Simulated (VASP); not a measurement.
Runs of VASP 6.6.1 on Hf. The structure is that of space group P6_3/mmc (No. 194), or close to it. The cells are those of the table. 

```tsv
cell	gap on the mesh (eV)	pressure (GPa)
a = 2.972, b = 2.972, c = 4.767 Å, angles 90.0, 90.0, 120.0°, 2 atoms	none	(b)
a = 3.037, b = 3.037, c = 4.843 Å, angles 90.0, 90.0, 120.0°, 2 atoms	none	10.2
a = 3.119, b = 3.119, c = 4.942 Å, angles 90.0, 90.0, 120.0°, 2 atoms	none	0.1
a = 2.820, b = 2.820, c = 4.629 Å, angles 90.0, 90.0, 120.0°, 2 atoms	none	50.1
a = 2.889, b = 2.889, c = 4.686 Å, angles 90.0, 90.0, 120.0°, 2 atoms	none	(a)
```

Alike in all rows: task single point; level LDA; potentials or basis VASP PAW LDA potentials, release 64 (Hf_pv); no spin polarisation; k mesh 16 × 16 × 10; cutoff (eV) 520; smearing gaussian 0.1 eV.

Problem. Estimate the missing entries.

Solution. (a) 35.2; (b) 20.2.

Caveats: spin-orbit coupling is left out, which moves the levels of the heavy elements.

A k mesh can miss the band edges, and the runs leave out spin-orbit coupling on Hf.

A gap of «none» marks levels without a gap at the run's occupations.
